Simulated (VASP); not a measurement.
# Cu (P6_3/mmc) in VASP: further runs

The runs below take Cu through single point, with LDA, r2SCAN.

Everything below comes from runs of VASP 6.6.1. Logs are shortened: lines on timing, memory, paths and dates and some standing lists are left out, and cuts for length are marked.

## Step 1: The cell of the first run

Symmetry: P6_3/mmc, No. 194, hexagonal system. Conventional cell: a = 2.580 Å, b = 2.580 Å, c = 8.424 Å, α = 90.00°, β = 90.00°, γ = 120.00°. Within 3.4 Å of Cu (site symmetry -6m2) lie 12 Cu at 2.58 Å. Cu (site symmetry -3m) has 12 Cu at 2.58 Å within 3.4 Å.

This isn't the form of Cu at room conditions, which is fcc.

## Step 2: Single point, LDA

INCAR

```
ALGO     = Normal         # electronic algorithm
EDIFF    = 1E-7           # SCF threshold, eV
ENCUT    = 520            # plane-wave cutoff, eV
ISIF     = 2              # what is computed and relaxed
ISMEAR   = -1             # smearing method
LASPH    = T              # aspherical terms in the spheres
LCHARG   = F              # write CHGCAR
LREAL    = F              # projectors in reciprocal space
LWAVE    = F              # write WAVECAR
NBANDS   = 30             # bands
NELM     = 100            # most SCF steps
PREC     = Accurate       # precision mode
SIGMA    = 0.05           # smearing width, eV
```

KPOINTS

```
k-points
0
Gamma
  12 12 4
```

POSCAR

```
Cu
1.0
    2.5803994521      0.0000000000      0.0000000000
   -1.2901997261      2.2346914775      0.0000000000
    0.0000000000      0.0000000000      8.4238525920
Cu
4
Direct
    0.6666666667      0.3333333333      0.7500000000
    0.0000000000      0.0000000000      0.5000000000
    0.3333333333      0.6666666667      0.2500000000
    0.0000000000      0.0000000000      0.0000000000
```

Potentials or basis: VASP PAW LDA potentials, release 64 (Cu).

On the command line:

```bash
$ cat potpaw_LDA.64/Cu/POTCAR > POTCAR
$ mpirun -np 1 vasp_std > vasp.out
```

OUTCAR:

```text
EDIFF = 1E-7
   ENCUT = 520
   ISIF = 2
   ISMEAR = -1
   LASPH = T
   LREAL = F
   NELM = 100
   PREC = Accurate

 ion  position               nearest neighbor table
   1  0.667  0.333  0.750-   2 2.58   4 2.58   2 2.58   4 2.58   2 2.58   4 2.58
   2  0.000  0.000  0.500-   1 2.58   3 2.58   1 2.58   3 2.58   1 2.58   3 2.58
   3  0.333  0.667  0.250-   2 2.58   4 2.58   2 2.58   4 2.58   2 2.58   4 2.58
   4  0.000  0.000  0.000-   1 2.58   3 2.58   1 2.58   3 2.58   1 2.58   3 2.58

  LATTYP: Found a hexagonal cell.
 ALAT       =     2.5803994521
 C/A-ratio  =     3.2645537051

  Lattice vectors:

 A1 = (   2.5803994521,   0.0000000000,   0.0000000000)
 A2 = (  -1.2901997261,   2.2346914775,   0.0000000000)
 A3 = (   0.0000000000,   0.0000000000,   8.4238525920)

Analysis of symmetry for initial positions (statically):
=====================================================================
 Subroutine PRICEL returns:
 Original cell was already a primitive cell.

 Routine SETGRP: Setting up the symmetry group for a
 hexagonal supercell.

 Subroutine GETGRP returns: Found 24 space group operations
 (whereof 12 operations were pure point group operations)
 out of a pool of 24 trial point group operations.

The static configuration has the point symmetry D_3d.
 The point group associated with its full space group is D_6h.

Analysis of symmetry for dynamics (positions and initial velocities):
=====================================================================
 Subroutine PRICEL returns:
 Original cell was already a primitive cell.

 Routine SETGRP: Setting up the symmetry group for a
 hexagonal supercell.

 Subroutine GETGRP returns: Found 24 space group operations
 (whereof 12 operations were pure point group operations)
 out of a pool of 24 trial point group operations.

The dynamic configuration has the point symmetry D_3d.
 The point group associated with its full space group is D_6h.

 Subroutine INISYM returns: Found 24 space group operations
 (whereof 12 operations are pure point group operations),
 and found     1 'primitive' translations

----------------------------------------------------------------------------------------

                                     Primitive cell

  volume of cell :      48.5753

  direct lattice vectors                    reciprocal lattice vectors
     2.580399452  0.000000000  0.000000000     0.387536898  0.223744533  0.000000000
    -1.290199726  2.234691478  0.000000000     0.000000000  0.447489065  0.000000000
     0.000000000  0.000000000  8.423852592     0.000000000  0.000000000  0.118710529

  length of vectors
     2.580399452  2.580399452  8.423852592     0.447489065  0.447489065  0.118710529

  position of ions in fractional coordinates (direct lattice)
     0.666666667  0.333333333  0.750000000
     0.000000000  0.000000000  0.500000000
     0.333333333  0.666666667  0.250000000
     0.000000000  0.000000000  0.000000000

  ion indices of the primitive-cell ions
   primitive index   ion index
                 1           1
                 2           2
                 3           3
                 4           4

----------------------------------------------------------------------------------------

 KPOINTS: k-points

Automatic generation of k-mesh.
 Grid dimensions read from file:
 generate k-points for:   12   12    4

 Generating k-lattice:

  Cartesian coordinates                     Fractional coordinates (reciprocal lattice)
     0.032294742  0.018645378  0.000000000     0.083333333  0.000000000  0.000000000
     0.000000000  0.037290755  0.000000000     0.000000000  0.083333333  0.000000000
     0.000000000  0.000000000  0.029677632     0.000000000  0.000000000  0.250000000

  Length of vectors
     0.037290755  0.037290755  0.029677632

  Shift w.r.t. Gamma in fractional coordinates (k-lattice)
     0.000000000  0.000000000  0.000000000

 Subroutine IBZKPT returns following result:
 ===========================================

 Found     57 irreducible k-points:

 Following reciprocal coordinates:
            Coordinates               Weight
  0.000000  0.000000  0.000000      1.000000
  0.083333 -0.000000  0.000000      6.000000
  0.166667 -0.000000  0.000000      6.000000
  0.250000 -0.000000  0.000000      6.000000
  0.333333  0.000000  0.000000      6.000000
  0.416667  0.000000  0.000000      6.000000
[... 16 lines left out ...]
  0.250000 -0.000000  0.250000     12.000000
  0.333333  0.000000  0.250000     12.000000
 [... further k-points ...]
   k-points           NKPTS =     57   k-points in BZ     NKDIM =     57   number of bands    NBANDS=     30
   number of dos      NEDOS =    301   number of ions     NIONS =      4
   total plane-waves  NPLWV =  25600
   dimension x,y,z NGX =    20 NGY =   20 NGZ =   64
   dimension x,y,z NGXF=    40 NGYF=   40 NGZF=  128
   ions per type =               4
   NGX,Y,Z   is equivalent  to a cutoff of  12.89, 12.89, 12.63 a.u.
   NGXF,Y,Z  is equivalent  to a cutoff of  25.77, 25.77, 25.26 a.u.
 SYSTEM =  unknown system
   PREC   = accura    normal or accurate (medium, high low for compatibility)
   ISTART =      0    job   : 0-new  1-cont  2-samecut
   ICHARG =      2    charge: 1-file 2-atom 10-const
   ISPIN  =      1    spin polarized calculation?
   LNONCOLLINEAR =      F non collinear calculations
   LSORBIT =      F    spin-orbit coupling
   LASPH  =      T    aspherical Exc in radial PAW
   ENCUT  =  520.0 eV  38.22 Ry    6.18 a.u.   4.80  4.80 15.66*2*pi/ulx,y,z
   NELM   =    100;   NELMIN=  2; NELMDL= -5     # of ELM steps
   EDIFF  = 0.1E-06   stopping-criterion for ELM
   LREAL  =      F    real-space projection
   EDIFFG = 0.1E-05   stopping-criterion for IOM
   NSW    =      0    number of steps for IOM
   IBRION =     -1    ionic relax: 0-MD 1-quasi-New 2-CG
   NFREE  =      0    steps in history (QN), initial steepest desc. (CG)
   ISIF   =      2    stress and relaxation
   ISYM   =      2    0-nonsym 1-usesym 2-fastsym
   POTIM  = 0.5000    time-step for ionic-motion
   TEBEG  =    0.0;   TEEND  =   0.0 temperature during run
   PSTRESS=    0.0 pullay stress
   NELECT =      44.0000    total number of electrons
   NUPDOWN=      -1.0000    fix difference up-down
   EMIN   =  10.00;   EMAX   =-10.00  energy-range for DOS
   EFERMI =   0.00;   METHOD = LEGACY
   ISMEAR =    -1;   SIGMA  =   0.05  broadening in eV -4-tet -1-fermi 0-gaus
   EFERMI_NEDOS =   21; number of points for ismear=-14 and -15
   IALGO  =     38    algorithm
   IMIX   =      4    mixing-type and parameters
     AMIX     =   0.40;   BMIX     =  1.00
     AMIX_MAG =   1.60;   BMIX_MAG =  1.00
  volume/ion in A,a.u.               =      12.14        81.95
  Fermi-wavevector in a.u.,A,eV,Ry     =   1.583996  2.993318 34.137589  2.509042
  Thomas-Fermi vector in A             =   2.683681
   LORBIT       =      0    0 simple, 1 ext, 2 COOP (PROOUT), +10 PAW based schemes
   GGA     = CA    functional components
   LHFCALC =     F    Hartree Fock is set to
   AEXX    =    0.0000 exact exchange contribution
   IVDW    =     0    specifies the selected vdW correction
   LEPSILON=     F    determine dielectric tensor
   LRPA    =     F    only Hartree local field effects (RPA)
 non-spin polarized calculation
  energy-cutoff  :      520.00
  volume of cell :       48.58
 maximum number of plane-waves:      1324
 NGX is ok and might be reduce to    20
   NGX =  9   NGY =  9   NGZ = 31

 number of electron      44.0000031 magnetization

 Free energy of the ion-electron system (eV)
  ---------------------------------------------------
  ext. energy  EPLUGINS =         0.00000000
  ---------------------------------------------------
  free energy    TOTEN  =       -18.56472490 eV

  energy without entropy =      -18.55211389  energy(sigma->0) =      -18.55841939

 E-fermi :   6.8953     XC(G=0): -12.9400

 val. band max:        6.8811490298   @ k =   0.4167   0.0833   0.5000
 cond. band min:       6.8980353971   @ k =   0.0833  -0.0000   0.0000
 fundamental gap:      0.0168863673
 Fermi energy:         6.8953255984

 k-point     1 :       0.0000    0.0000    0.0000
  band No.  band energies     occupation
      1      -2.1449      2.00000
      2      -0.0696      2.00000
      3      -0.0565      2.00000
      4       2.0310      2.00000
      5       3.7792      2.00000
      6       3.7820      2.00000
[... 22 lines left out ...]
     29      28.2797      0.00000
     30      28.2813      0.00000

 k-point     2 :       0.0833   -0.0000    0.0000
  band No.  band energies     occupation
      1      -1.9250      2.00000
      2       0.1272      2.00000
      3       0.1399      2.00000
      4       2.1591      2.00000
      5       3.6799      2.00000
      6       3.7290      2.00000
[... 22 lines left out ...]
     29      26.4096      0.00000
     30      26.6682      0.00000

 k-point     3 :       0.1667   -0.0000    0.0000
  band No.  band energies     occupation
      1      -1.2801      2.00000
      2       0.6818      2.00000
      3       0.6935      2.00000
      4       2.4873      2.00000
      5       3.4988      2.00000
      6       3.6106      2.00000
[... 22 lines left out ...]
     29      22.8904      0.00000
     30      22.9353      0.00000

 k-point     4 :       0.2500   -0.0000    0.0000
  band No.  band energies     occupation
      1      -0.2674      2.00000
      2       1.4389      2.00000
      3       1.4485      2.00000
      4       2.7983      2.00000
      5       3.3771      2.00000
      6       3.3820      2.00000
[... 616 lines left out ...]
     29      22.9809      0.00000
     30      24.0397      0.00000

 k-point    23 :       0.2500   -0.0000    0.2500
  band No.  band energies     occupation
      1      -0.1464      2.00000
      2       0.7611      2.00000
      3       2.1213      2.00000
      4       2.7800      2.00000
      5       3.2845      2.00000
      6       3.3232      2.00000
[... 22 lines left out ...]
     29      20.4255      0.00000
     30      22.6112      0.00000

 k-point    24 :       0.3333    0.0000    0.2500
  band No.  band energies     occupation
      1       1.0354      2.00000
      2       1.6364      2.00000
      3       2.3793      2.00000
      4       2.8055      2.00000
      5       3.0581      2.00000
      6       3.1257      2.00000
[... 22 lines left out ...]
     29      19.2301      0.00000
     30      19.9924      0.00000

 [... further k-points ...]

------------------------ aborting loop because EDIFF is reached ----------------------------------------

  FORCE on cell =-STRESS in cart. coord.  units (eV):
  Direction    XX          YY          ZZ          XY          YZ          ZX
  --------------------------------------------------------------------------------------
  -------------------------------------------------------------------------------------
  Total       -4.3940710     -4.3940710     -4.6016508      0.0000000      0.0000000      0.0000000
  in kB     -144.9313650   -144.9313650   -151.7780509      0.0000000      0.0000000      0.0000000
  external PRESSURE =    -147.2135936 kB  Pullay stress =       0.0000000 kB

 VOLUME and BASIS-vectors are now :
 -----------------------------------------------------------------------------
  energy-cutoff  :      520.00
  volume of cell :       48.58
      direct lattice vectors                 reciprocal lattice vectors
     2.580399452  0.000000000  0.000000000     0.387536898  0.223744533  0.000000000
    -1.290199726  2.234691478  0.000000000     0.000000000  0.447489065  0.000000000
     0.000000000  0.000000000  8.423852592     0.000000000  0.000000000  0.118710529

 POSITION                                       TOTAL-FORCE (eV/Angst)
 -----------------------------------------------------------------------------------
      1.29020      0.74490      6.31789         0.000000      0.000000      0.000000
      0.00000      0.00000      4.21193        -0.000000     -0.000000      0.000000
     -0.00000      1.48979      2.10596         0.000000     -0.000000     -0.000000
      0.00000      0.00000      0.00000        -0.000000     -0.000000      0.000000
 -----------------------------------------------------------------------------------
    total drift:                                0.000000     -0.000000      0.000000

  FREE ENERGIE OF THE ION-ELECTRON SYSTEM (eV)
  ---------------------------------------------------
  free  energy   TOTEN  =       -18.5647249013 eV

  energy  without entropy=      -18.5521138862  energy(sigma->0) =      -18.55841939
```

Run time: 91 s. Hardware: 1 thread of Intel Xeon 8259CL, shared host; peak memory 0.18 GiB.

What came out:

- Free energy: -18.5647 eV
- Pressure: -14.7 GPa
- Band gap on the k mesh: zero (bands 22 and 23 overlap by 5.11 eV)

Stress tensor (GPa, compression positive):
```
-14.49   0.00   0.00
  0.00 -14.49   0.00
  0.00   0.00 -15.18
```

Caveat: the cell stands under tension.

(Part 1 of 2 ends here.)
